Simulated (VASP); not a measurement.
# NaF (Fm-3m) in VASP: further runs, part 3 of 3

VASP 6.6.1. Earlier steps stand in the parts before.

### 5 Single point, PBEsol

This run uses another cell than the first one, of 12.49 Å³/atom, 1.106 times its volume.

The input, INCAR:

```
SYSTEM = NaF
ALGO = Normal ; EDIFF = 1E-6
ENCUT = 520 ; GGA = PS
ISIF = 2 ; ISMEAR = 0
LASPH = .TRUE. ; LCHARG = .FALSE.
LREAL = .FALSE. ; LWAVE = .FALSE.
NBANDS = 14 ; NELM = 80
PREC = Accurate ; SIGMA = 0.02
```

The input, KPOINTS:

```
k-points
0
G
  8 8 8
  0 0 0
```

The input, POSCAR:

```
NaF
1.0
    0.0000000000      2.3200000000      2.3200000000
    2.3200000000      0.0000000000      2.3200000000
    2.3200000000      2.3200000000      0.0000000000
Na F
1 1
Direct
    0.0000000000      0.0000000000      0.0000000000
    0.5000000000      0.5000000000      0.5000000000
```

Potentials or basis: VASP PAW PBE potentials, release 64 (Na_pv, F).

Command:

```sh
cat potpaw_PBE.64/Na_pv/POTCAR potpaw_PBE.64/F/POTCAR > POTCAR
mpirun -np 1 vasp_std > vasp.out
```

OUTCAR:

```text
SYSTEM = NaF
   EDIFF = 1E-6
   ENCUT = 520
   GGA = PS
   ISIF = 2
   ISMEAR = 0
   LASPH = .TRUE.
   LREAL = .FALSE.
   NELM = 80
   PREC = Accurate

 ion  position               nearest neighbor table
   1  0.000  0.000  0.000-   2 2.32   2 2.32   2 2.32   2 2.32   2 2.32   2 2.32
   2  0.500  0.500  0.500-   1 2.32   1 2.32   1 2.32   1 2.32   1 2.32   1 2.32

  LATTYP: Found a face centered cubic cell.
 ALAT       =     4.6400000000

  Lattice vectors:

 A1 = (   0.0000000000,   2.3200000000,   2.3200000000)
 A2 = (   2.3200000000,   0.0000000000,   2.3200000000)
 A3 = (   2.3200000000,   2.3200000000,   0.0000000000)

Analysis of symmetry for initial positions (statically):
=====================================================================
 Subroutine PRICEL returns:
 Original cell was already a primitive cell.

 Routine SETGRP: Setting up the symmetry group for a
 face centered cubic supercell.

 Subroutine GETGRP returns: Found 48 space group operations
 (whereof 48 operations were pure point group operations)
 out of a pool of 48 trial point group operations.

The static configuration has the point symmetry O_h .

Analysis of symmetry for dynamics (positions and initial velocities):
=====================================================================
 Subroutine PRICEL returns:
 Original cell was already a primitive cell.

 Routine SETGRP: Setting up the symmetry group for a
 face centered cubic supercell.

 Subroutine GETGRP returns: Found 48 space group operations
 (whereof 48 operations were pure point group operations)
 out of a pool of 48 trial point group operations.

The dynamic configuration has the point symmetry O_h .

 Subroutine INISYM returns: Found 48 space group operations
 (whereof 48 operations are pure point group operations),
 and found     1 'primitive' translations

----------------------------------------------------------------------------------------

                                     Primitive cell

  volume of cell :      24.9743

  direct lattice vectors                    reciprocal lattice vectors
     0.000000000  2.320000000  2.320000000    -0.215517241  0.215517241  0.215517241
     2.320000000  0.000000000  2.320000000     0.215517241 -0.215517241  0.215517241
     2.320000000  2.320000000  0.000000000     0.215517241  0.215517241 -0.215517241

  length of vectors
     3.280975465  3.280975465  3.280975465     0.373286812  0.373286812  0.373286812

  position of ions in fractional coordinates (direct lattice)
     0.000000000  0.000000000  0.000000000
     0.500000000  0.500000000  0.500000000

  ion indices of the primitive-cell ions
   primitive index   ion index
                 1           1
                 2           2

----------------------------------------------------------------------------------------

 KPOINTS: k-points

Automatic generation of k-mesh.
 Grid dimensions read from file:
 generate k-points for:    8    8    8

 Generating k-lattice:

  Cartesian coordinates                     Fractional coordinates (reciprocal lattice)
    -0.026939655  0.026939655  0.026939655     0.125000000  0.000000000  0.000000000
     0.026939655 -0.026939655  0.026939655     0.000000000  0.125000000  0.000000000
     0.026939655  0.026939655 -0.026939655     0.000000000  0.000000000  0.125000000

  Length of vectors
     0.046660851  0.046660851  0.046660851

  Shift w.r.t. Gamma in fractional coordinates (k-lattice)
     0.000000000  0.000000000  0.000000000

 Subroutine IBZKPT returns following result:
 ===========================================

 Found     29 irreducible k-points:

 Following reciprocal coordinates:
            Coordinates               Weight
  0.000000  0.000000  0.000000      1.000000
  0.125000  0.000000  0.000000      8.000000
  0.250000  0.000000  0.000000      8.000000
  0.375000  0.000000  0.000000      8.000000
  0.500000  0.000000  0.000000      4.000000
  0.125000  0.125000  0.000000      6.000000
[... 16 lines left out ...]
  0.500000  0.250000  0.125000     48.000000
 -0.375000  0.250000  0.125000     24.000000
 [... further k-points ...]
   k-points           NKPTS =     29   k-points in BZ     NKDIM =     29   number of bands    NBANDS=     14
   number of dos      NEDOS =    301   number of ions     NIONS =      2
   total plane-waves  NPLWV =  13824
   dimension x,y,z NGX =    24 NGY =   24 NGZ =   24
   dimension x,y,z NGXF=    48 NGYF=   48 NGZF=   48
   ions per type =               1   1
   NGX,Y,Z   is equivalent  to a cutoff of  12.16, 12.16, 12.16 a.u.
   NGXF,Y,Z  is equivalent  to a cutoff of  24.32, 24.32, 24.32 a.u.
 SYSTEM =  NaF
   PREC   = accura    normal or accurate (medium, high low for compatibility)
   ISTART =      0    job   : 0-new  1-cont  2-samecut
   ICHARG =      2    charge: 1-file 2-atom 10-const
   ISPIN  =      1    spin polarized calculation?
   LNONCOLLINEAR =      F non collinear calculations
   LSORBIT =      F    spin-orbit coupling
   LASPH  =      T    aspherical Exc in radial PAW
   ENCUT  =  520.0 eV  38.22 Ry    6.18 a.u.   6.10  6.10  6.10*2*pi/ulx,y,z
   NELM   =     80;   NELMIN=  2; NELMDL= -5     # of ELM steps
   EDIFF  = 0.1E-05   stopping-criterion for ELM
   LREAL  =      F    real-space projection
   EDIFFG = 0.1E-04   stopping-criterion for IOM
   NSW    =      0    number of steps for IOM
   IBRION =     -1    ionic relax: 0-MD 1-quasi-New 2-CG
   NFREE  =      0    steps in history (QN), initial steepest desc. (CG)
   ISIF   =      2    stress and relaxation
   ISYM   =      2    0-nonsym 1-usesym 2-fastsym
   POTIM  = 0.5000    time-step for ionic-motion
   TEBEG  =    0.0;   TEEND  =   0.0 temperature during run
   PSTRESS=    0.0 pullay stress
   NELECT =      14.0000    total number of electrons
   NUPDOWN=      -1.0000    fix difference up-down
   EMIN   =  10.00;   EMAX   =-10.00  energy-range for DOS
   EFERMI =   0.00;   METHOD = LEGACY
   ISMEAR =     0;   SIGMA  =   0.02  broadening in eV -4-tet -1-fermi 0-gaus
   EFERMI_NEDOS =   21; number of points for ismear=-14 and -15
   IALGO  =     38    algorithm
   IMIX   =      4    mixing-type and parameters
     AMIX     =   0.40;   BMIX     =  1.00
     AMIX_MAG =   1.60;   BMIX_MAG =  1.00
  volume/ion in A,a.u.               =      12.49        84.27
  Fermi-wavevector in a.u.,A,eV,Ry     =   1.349852  2.550851 24.791186  1.822101
  Thomas-Fermi vector in A             =   2.477405
   LORBIT       =      0    0 simple, 1 ext, 2 COOP (PROOUT), +10 PAW based schemes
   GGA     = PS    functional components
   LHFCALC =     F    Hartree Fock is set to
   AEXX    =    0.0000 exact exchange contribution
   IVDW    =     0    specifies the selected vdW correction
   LEPSILON=     F    determine dielectric tensor
   LRPA    =     F    only Hartree local field effects (RPA)
 non-spin polarized calculation
 Gauss-broadening in eV      SIGMA  =   0.02
  energy-cutoff  :      520.00
  volume of cell :       24.97
 maximum number of plane-waves:       692
   NGX = 13   NGY = 13   NGZ = 13

 number of electron      13.9999982 magnetization

 Free energy of the ion-electron system (eV)
  ---------------------------------------------------
  ext. energy  EPLUGINS =         0.00000000
  ---------------------------------------------------
  free energy    TOTEN  =        -8.76884399 eV

  energy without entropy =       -8.76884399  energy(sigma->0) =       -8.76884399

 E-fermi :  -2.1076     XC(G=0):  -9.3147

 val. band max:       -2.1926211442   @ k =   0.0000   0.0000   0.0000
 cond. band min:       3.9478215059   @ k =   0.0000   0.0000   0.0000
 fundamental gap:      6.1404426502
 Fermi energy:        -2.1076423305

 k-point     1 :       0.0000    0.0000    0.0000
  band No.  band energies     occupation
      1     -21.2425      2.00000
      2     -20.9739      2.00000
      3     -20.9739      2.00000
      4     -20.9739      2.00000
      5      -2.1926      2.00000
      6      -2.1926      2.00000
      7      -2.1926      2.00000
      8       3.9478      0.00000
      9      16.6230      0.00000
     10      16.6230      0.00000
     11      16.6230      0.00000
     12      19.2975      0.00000
     13      21.6808      0.00000
     14      21.6808      0.00000
[... 375 lines left out ...]
 k-point    24 :      -0.3750    0.2500    0.1250
  band No.  band energies     occupation
      1     -21.6925      2.00000
      2     -21.0293      2.00000
      3     -21.0054      2.00000
      4     -20.3571      2.00000
      5      -3.5187      2.00000
      6      -2.7775      2.00000
      7      -2.5322      2.00000
      8       9.3945      0.00000
      9      10.3453      0.00000
     10      14.7816      0.00000
     11      16.6134      0.00000
     12      19.8032      0.00000
     13      20.8655      0.00000
     14      25.6492      0.00000

 [... further k-points ...]
[... 5 lines left out ...]
  --------------------------------------------------------------------------------------
  -------------------------------------------------------------------------------------
  Total       -0.0667933     -0.0667933     -0.0667933      0.0000000      0.0000000     -0.0000000
  in kB       -4.2849858     -4.2849858     -4.2849858      0.0000000      0.0000000     -0.0000000
  external PRESSURE =      -4.2849858 kB  Pullay stress =       0.0000000 kB

 VOLUME and BASIS-vectors are now :
 -----------------------------------------------------------------------------
  energy-cutoff  :      520.00
  volume of cell :       24.97
      direct lattice vectors                 reciprocal lattice vectors
     0.000000000  2.320000000  2.320000000    -0.215517241  0.215517241  0.215517241
     2.320000000  0.000000000  2.320000000     0.215517241 -0.215517241  0.215517241
     2.320000000  2.320000000  0.000000000     0.215517241  0.215517241 -0.215517241

 POSITION                                       TOTAL-FORCE (eV/Angst)
 -----------------------------------------------------------------------------------
      0.00000      0.00000      0.00000        -0.000000      0.000000     -0.000000
      2.32000      2.32000      2.32000         0.000000     -0.000000      0.000000
 -----------------------------------------------------------------------------------
    total drift:                                0.000000     -0.000000      0.000000

  FREE ENERGIE OF THE ION-ELECTRON SYSTEM (eV)
  ---------------------------------------------------
  free  energy   TOTEN  =        -8.7688439886 eV

  energy  without entropy=       -8.7688439886  energy(sigma->0) =       -8.76884399
```

stdout:

```text
POSCAR found type information on POSCAR NaF
 POSCAR found :  2 types and       2 ions
 scaLAPACK will be used
 -----------------------------------------------------------------------------
|                                                                             |
|                                                                             |
|     You enforced a specific xc type in the INCAR file but a different       |
|     I HOPE YOU KNOW WHAT YOU ARE DOING!                                     |
|                                                                             |
 -----------------------------------------------------------------------------

 LDA part: xc-table for (Slater+PW92), standard interpolation
 POSCAR, INCAR and KPOINTS ok, starting setup
 FFT: planning ... GRIDC
 FFT: planning ... GRID_SOFT
 FFT: planning ... GRID
 WAVECAR not read
 entering main loop
```

It took 9.8 s on 1 thread of Intel Xeon 8259CL, shared host; peak memory 0.13 GiB.

Results:

```yaml
Free_energy: -8.7688 eV
Pressure: -0.4 GPa
Band_gap_on_the_k_mesh: 6.14 eV, direct
```

Caveat: the PAW data sets were made with another functional, which shifts forces and pressure a little.

### 6 Single point, PBEsol (volume scaled by 1.03)

The input, INCAR:

```
SYSTEM = NaF
PREC = Accurate ; ENCUT = 520
EDIFF = 1E-6 ; ISMEAR = 0
SIGMA = 0.02 ; LREAL = .False.
LASPH = .True. ; NELM = 100
ALGO = Normal ; ISIF = 2
LWAVE = .False. ; LCHARG = .True.
GGA = PS ; LELF = .True.
LVHAR = .True. ; NBANDS = 14
```

The input, KPOINTS:

```
Automatic mesh
0
Gamma
  8 8 8
  0 0 0
```

The input, POSCAR:

```
NaF
1.0
    0.0000000000      2.3380241758      2.3380241758
    2.3380241758      0.0000000000      2.3380241758
    2.3380241758      2.3380241758      0.0000000000
Na F
1 1
Direct
    0.0000000000      0.0000000000      0.0000000000
    0.5000000000      0.5000000000      0.5000000000
```

Potentials or basis: VASP PAW PBE potentials, release 64 (Na_pv, F).

Command:

```sh
cat potpaw_PBE.64/Na_pv/POTCAR potpaw_PBE.64/F/POTCAR > POTCAR
mpirun -np 1 vasp_std > vasp.out
```

Wall time 18 s (1 thread of Intel Xeon 8259CL, shared host); peak memory 0.15 GiB.

Results (log left out):

| Item | Value |
| --- | --- |
| Free energy | -8.7665 eV |
| Pressure | -1.5 GPa |
| Band gap on the k mesh | 6.02 eV, direct |

Levels at points of the mesh, in eV from the valence-band top:
| k point | band 4 | band 5 | band 6 | band 7 | band 8 | band 9 | band 10 | band 11 |
| --- | --- | --- | --- | --- | --- | --- | --- | --- |
| (0.00, 0.00, 0.00) | -18.85 | 0.00 | 0.00 | 0.00 | 6.02 | 18.65 | 18.65 | 18.65 |
| (0.50, 0.00, 0.00) | -18.09 | -1.56 | -0.24 | -0.24 | 10.44 | 12.11 | 19.69 | 19.69 |
| (0.50, 0.50, 0.00) | -18.77 | -1.26 | -0.40 | -0.40 | 12.76 | 13.01 | 13.27 | 19.30 |

Caveat: the cell differs from its parent crystal (volume scaled by 1.03); the PAW data sets were made with another functional, which shifts forces and pressure a little.

### 7 Summary

| cell | gap on the mesh (eV) | pressure (GPa) |
| --- | --- | --- |
| a = 3.173 Å, angles 60.0°, 2 atoms | 6.70 | 5.8 |
| a = 3.274 Å, angles 60.0°, 2 atoms | 6.17 | 0.0 |
| a = 3.281 Å, angles 60.0°, 2 atoms | 6.14 | -0.4 |
| a = 3.306 Å, angles 60.0°, 2 atoms | 6.02 | -1.5 |

Alike in all rows: task single point; level PBEsol; potentials or basis VASP PAW PBE potentials, release 64 (Na_pv, F); no spin polarisation; k mesh 8 × 8 × 8; cutoff (eV) 520; smearing gaussian 0.02 eV.

Caveats: the PAW data sets were made with another functional, which shifts forces and pressure a little.

Total energies depend on the potentials used, so only differences within one code and one set of settings carry meaning.
